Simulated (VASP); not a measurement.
# ZnSnN2: single point with r2SCAN

ZnSnN2:

```xyz
4
Lattice="1.5837 0.9143 5.2528 -1.5837 0.9143 5.2528 0.0000 -1.8287 5.2528" Properties=species:S:1:pos:R:3 pbc="T T T"
Zn    1.5837    0.9143    5.2528
Sn    0.0000    0.0000    7.8792
N     0.0000    0.0000    3.8739
N     0.0000    0.0000   11.8845
```

This cell differs from its parent crystal: uniaxial z strain +2.0%.

```
Program             : VASP 6.6.1
Task                : single point
Functional          : r2SCAN
Potentials or basis : VASP PAW PBE potentials, release 64 (Zn, Sn_d, N)
Cutoff              : 520 eV
k mesh              : 10 × 10 × 10
Occupations         : gaussian, width 0.01 eV
Spin                : no spin polarisation
```

```json
{
  "Pressure": "-2.4 GPa",
  "Largest force": "0.018 eV/Å",
  "Band gap on the k mesh": "1.11 eV (least direct gap 1.22 eV)"
}
```

Forces in eV/Å, atoms in the order of the input:
```
Zn   0.000  0.000  0.000
Sn   0.000  0.000  0.000
N    0.000  0.000  0.018
N    0.000  0.000 -0.018
```

Stress tensor (GPa, compression positive):
```
-0.65  0.00  0.00
 0.00 -0.65  0.00
 0.00  0.00 -5.95
```

Levels at points of the mesh, in eV from the valence-band top:
```tsv
k point	band 14	band 15	band 16	band 17	band 18	band 19	band 20	band 21	band 22	band 23
(0.00, 0.00, 0.00)	-0.89	-0.89	-0.89	-0.11	-0.11	1.11	4.24	8.69	9.21	9.21
(0.50, 0.00, 0.00)	-4.63	-2.67	-2.60	-2.10	-1.19	3.64	4.76	7.47	8.31	10.07
(0.50, 0.50, 0.00)	-5.34	-3.03	-2.89	-0.08	-0.06	1.26	4.22	8.13	9.12	9.23
(0.50, 0.50, 0.50)	-3.94	-0.56	-0.56	-0.47	-0.47	3.67	4.37	8.13	10.28	10.28
```

Wall time 30 min on 1 thread of Oxide Virtual Turin-like Processor, on a shared host, peak memory 0.34 GiB.

Caveat: the cell differs from its parent crystal (uniaxial z strain +2.0%); the stress differs along the axes, from -6 to -1 GPa; the PAW data sets were made with another functional, which shifts forces and pressure a little; spin-orbit coupling is left out, which moves the levels of the heavy elements. A k mesh can miss the band edges.
